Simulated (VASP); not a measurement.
# AgCl: single point with PBE

AgCl:

```
Ag Cl
1.0
     3.34386    0.00000    0.00000
     0.00000    3.79949    0.00000
    -0.92127    0.00000    4.88033
Ag Cl
2 2
Cartesian
  0.3315 0.9499 1.0249
  2.0911 2.8496 3.8555
  0.3804 0.9499 3.4406
  2.0422 2.8496 1.4397
```

```json
{
 "Program": "VASP 6.6.1",
 "Task": "single point",
 "Functional": "PBE",
 "Potentials or basis": "VASP PAW PBE potentials, release 64 (Ag, Cl)",
 "Cutoff": "520 eV",
 "k mesh": "8 × 8 × 6",
 "Occupations": "gaussian, width 0.05 eV",
 "Spin": "no spin polarisation",
 "Dipole correction": "no",
 "Further INCAR settings": "ALGO = Normal; EDIFF = 1e-06; NBANDS = 26"
}
```

```
Pressure               : 32.5 GPa
Largest force          : 1.256 eV/Å
Band gap on the k mesh : 0.97 eV (least direct gap 2.33 eV)
```

Forces in eV/Å, atoms in the order of the input:
```
Ag   0.036  0.000 -1.187
Ag  -0.036  0.000  1.187
Cl   0.254  0.000  1.230
Cl  -0.254  0.000 -1.230
```

Stress tensor (GPa, compression positive):
```
30.25  0.00 -1.07
 0.00 32.19  0.00
-1.07  0.00 35.21
```

Levels at points of the mesh, in eV from the valence-band top:
```csv
k point,band 16,band 17,band 18,band 19,band 20,band 21
"(0.00, 0.00, 0.00)",-2.29,-2.26,-2.13,0.97,2.92,7.54
"(0.50, 0.00, 0.00)",-1.51,-0.17,-0.01,3.84,4.93,5.33
"(0.00, 0.50, 0.00)",-1.68,-0.30,-0.30,5.09,5.09,6.21
"(0.50, 0.50, 0.00)",-2.58,-1.92,-1.92,2.69,2.69,7.12
"(0.00, 0.00, 0.50)",-2.14,-1.68,-1.44,3.70,5.30,5.76
"(0.50, 0.00, 0.50)",-0.35,-0.17,0.00,2.33,4.51,5.89
"(0.00, 0.50, 0.50)",-0.37,-0.13,-0.13,3.53,3.53,7.94
"(0.50, 0.50, 0.50)",-2.32,-1.64,-1.64,4.28,4.28,7.90
```

Run time: 100 s on 1 thread of Intel(R) Xeon(R) Platinum 8488C (Sapphire Rapids), with other jobs on the host, peak memory 0.29 GiB.

Caveat: the cell stands under pressure; forces of over 1 eV/Å act on the atoms, so gaps and moduli don't describe the material at rest. A k mesh can miss the band edges.
